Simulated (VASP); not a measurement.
# La2O3: single point with PBE

The system is La2O3.

```
La O
1.0
     3.93078    0.00000    0.00000
    -1.96539    3.40415    0.00000
     0.00000    0.00000    6.11195
La O
2 3
Direct
  0.66667 0.33333 0.75376
  0.33333 0.66667 0.24624
  0.66667 0.33333 0.35411
  0.33333 0.66667 0.64589
  0.00000 0.00000 0.00000
```

* Program: VASP 6.6.1
* Task: single point
* Functional: PBE
* Potentials or basis: VASP PAW PBE potentials, release 64 (La, O)
* Cutoff: 520 eV
* k mesh: 6 × 6 × 4
* Occupations: gaussian, width 0.01 eV
* Spin: no spin polarisation

The pressure is 1.6 GPa. The largest force is 0.012 eV/Å and the band gap on the k mesh is 3.86 eV, indirect (least direct gap 3.98 eV).

Forces in eV/Å, atoms in the order of the input:
```
La   0.000  0.000  0.003
La   0.000  0.000 -0.003
O    0.000  0.000 -0.012
O    0.000  0.000  0.012
O    0.000  0.000  0.000
```

Stress tensor (GPa, compression positive):
```
1.50 0.00 0.00
0.00 1.50 0.00
0.00 0.00 1.83
```

Levels at points of the mesh, in eV from the valence-band top:
```csv
k point,band 17,band 18,band 19,band 20,band 21,band 22,band 23,band 24
"(0.00, 0.00, 0.00)",-1.65,-0.38,-0.38,-0.11,4.31,4.60,4.60,5.17
"(0.50, 0.00, 0.00)",-0.73,-0.66,-0.42,-0.30,3.86,4.71,5.17,5.20
"(0.00, 0.00, 0.50)",-1.00,-0.78,-0.29,-0.29,4.69,4.73,4.73,4.97
"(0.50, 0.00, 0.50)",-0.95,-0.70,-0.37,0.00,4.41,4.63,5.06,5.20
```

It took 66 s on 1 thread of Intel Xeon 6975P-C, with other jobs on the host, peak memory 0.23 GiB.

Caveat: spin-orbit coupling is left out, which moves the levels of the heavy elements. A k mesh can miss the band edges.
